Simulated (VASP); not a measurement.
Crystal: CuO.

```
Cu O
1.0
     2.34465   -1.71340    0.00000
     2.34465    1.71340    0.00000
    -0.86055    0.00000    5.05944
Cu O
2 2
Direct
  0.00320 0.49680 0.00000
  0.49680 0.00320 0.50000
  0.57140 0.40560 0.25370
  0.40560 0.57140 0.75370
```

Program: VASP 6.6.1. Alike in all runs: task single point; no spin polarisation; cell as given; smearing fermi-dirac 0.05 eV.

Task: Order these runs on this cell by their pressure, lowest first.
A. level PBEsol; potentials or basis VASP PAW PBE potentials, release 64 (Cu_sv_GW, O_h); k mesh 6 × 6 × 3; cutoff (eV) 1340
B. level revPBE; potentials or basis VASP PAW PBE potentials, release 64 (Cu_sv_GW, O_h); k mesh 6 × 6 × 3; cutoff (eV) 1340
C. level LDA; potentials or basis VASP PAW LDA potentials, release 64 (Cu_sv_GW, O_h); k mesh 6 × 6 × 3; cutoff (eV) 1340
D. level PBE; potentials or basis VASP PAW PBE potentials, release 64 (Cu_sv_GW, O); k mesh 4 × 4 × 3; cutoff (eV) 820

Result: C (-9.3 GPa), A (-3.0 GPa), D (4.8 GPa), B (9.5 GPa).

Caveats: all runs use coarse meshes; the PAW data sets were made with another functional, which shifts forces and pressure a little (at least some runs).
